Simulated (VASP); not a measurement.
A run of VASP 6.6.1 is set up as follows.

Contents of INCAR:

```
ALGO = Normal
EDIFF = 1E-6
ENCUT = 520
GGA = PE
ISIF = 2
ISMEAR = 0
ISPIN = 2
LASPH = True
LCHARG = False
LORBIT = 11
LREAL = Auto
LWAVE = False
MAGMOM = 0 0 0 0 0 0 0 0 0 0 0 0 0 0 0 0 0 0 0
NBANDS = 58
NELM = 150
PREC = Accurate
SIGMA = 0.05
```

File KPOINTS:

```
k-points
0
Gamma
  2 2 1
```

The input POSCAR:

```
C18F
1.0
    7.3980000000      0.0000000000      0.0000000000
   -3.6990000000      6.4068560000      0.0000000000
    0.0000000000      0.0000000000     12.0000000000
C F
18 1
Direct
   -0.0013507165     -0.0061496622      0.0797110833
    0.2209514175      0.1046408722      0.0787099167
   -0.0010796006      0.3272200905      0.0785828333
    0.2213703325      0.4378823248      0.0787530833
   -0.0009901002      0.6602052551      0.0848573333
    0.2210892325      0.7712857913      0.0796600833
    0.3319739441     -0.0063911223      0.0786877500
    0.5543397990      0.1048996575      0.0781677500
    0.3322148802      0.3270204606      0.0782071667
    0.5546047418      0.4382781508      0.0787125000
    0.3319991184      0.6603207564      0.0785981667
    0.5544680644      0.7716027955      0.0786304167
    0.6652104416     -0.0059721960      0.0787650000
    0.8876434350      0.1047418578      0.0786107500
    0.6656137558      0.3272583308      0.0786651667
    0.8879277192      0.4380963143      0.0796531667
    0.6653340500      0.6605796977      0.0797360833
    0.8874372691      0.7717655899      0.0848755833
    0.9431609630      0.7159066787      0.2559155000
```

Potentials or basis: VASP PAW PBE potentials, release 64 (C, F).

The run is started by

```console
$ cat potpaw_PBE.64/C/POTCAR potpaw_PBE.64/F/POTCAR > POTCAR
$ mpirun -np 1 vasp_std > vasp.out
```

What does it give for the net moment?

0.00 μB per cell.

What does it give for the largest force?

0.018 eV/Å.

Forces in eV/Å, atoms in the order of the input:
```
C   -0.004  0.002  0.001
C    0.000  0.005 -0.001
C    0.010  0.002  0.000
C   -0.002 -0.004  0.002
C    0.000 -0.005 -0.008
C   -0.002  0.008  0.007
C   -0.013  0.007 -0.001
C    0.013 -0.011  0.002
C    0.002  0.000  0.000
C   -0.017 -0.005  0.002
C    0.005 -0.015  0.000
C    0.002  0.003  0.003
C   -0.002  0.007 -0.002
C   -0.002 -0.004  0.000
C   -0.005  0.004  0.000
C   -0.005  0.007  0.000
C    0.010  0.005 -0.002
C    0.013 -0.008 -0.006
F   -0.002  0.002  0.003
```

Caveat: the k points lie up to 0.49 Å⁻¹ apart; there is no dipole correction, which matters where the two faces differ; no moment was typed at the start, so none could form.
